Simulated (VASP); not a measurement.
Wanted: the native input for a VASP 6.6.1 run.

```
Task                   : single point
Functional             : LDA
Potentials or basis    : VASP PAW LDA potentials, release 64 (La, Hg)
Cutoff                 : 520 eV
k mesh                 : 11 × 11 × 11
Occupations            : fermi-dirac, width 0.08 eV
Spin                   : no spin polarisation
Dipole correction      : no
Further INCAR settings : ALGO = Normal; EDIFF = 1e-06; NBANDS = 18
```

The structure of LaHg lies in POSCAR:

```
LaHg
1.0
    3.9137400000      0.0000000000      0.0000000000
    0.0000000000      3.9137400000      0.0000000000
    0.0000000000      0.0000000000      3.8370000000
La Hg
1 1
Direct
    0.5000000000      0.5000000000      0.5000000000
    0.0000000000      0.0000000000      0.0000000000
```

This cell differs from its parent crystal: equal xx and yy strain of +2 %.

The input as run:

INCAR

```
ALGO = Normal ; EDIFF = 1E-6
ENCUT = 520 ; GGA = CA
ISIF = 2 ; ISMEAR = -1
LASPH = T ; LCHARG = T
LELF = T ; LREAL = F
LVHAR = T ; LWAVE = F
NBANDS = 18 ; NELM = 100
PREC = Accurate ; SIGMA = 0.08
```

KPOINTS

```
k-points
0
Gamma
  11 11 11
```

Potentials or basis: VASP PAW LDA potentials, release 64 (La, Hg).

Launch:

```bash
$ cat potpaw_LDA.64/La/POTCAR potpaw_LDA.64/Hg/POTCAR > POTCAR
$ mpirun -np 1 vasp_std > vasp.out
```

Results of the run:

```json
{
  "Pressure": "-3.7 GPa",
  "Band gap on the k mesh": "zero (an odd number of electrons rules out a gap without spin polarisation)"
}
```

Caveat: the cell differs from its parent crystal (equal xx and yy strain of +2 %); the cell stands under tension; spin-orbit coupling is left out, which moves the levels of the heavy elements.

Wall time 3.2 min on 1 thread of Oxide Virtual Turin-like Processor (shared host), peak memory 0.25 GiB.
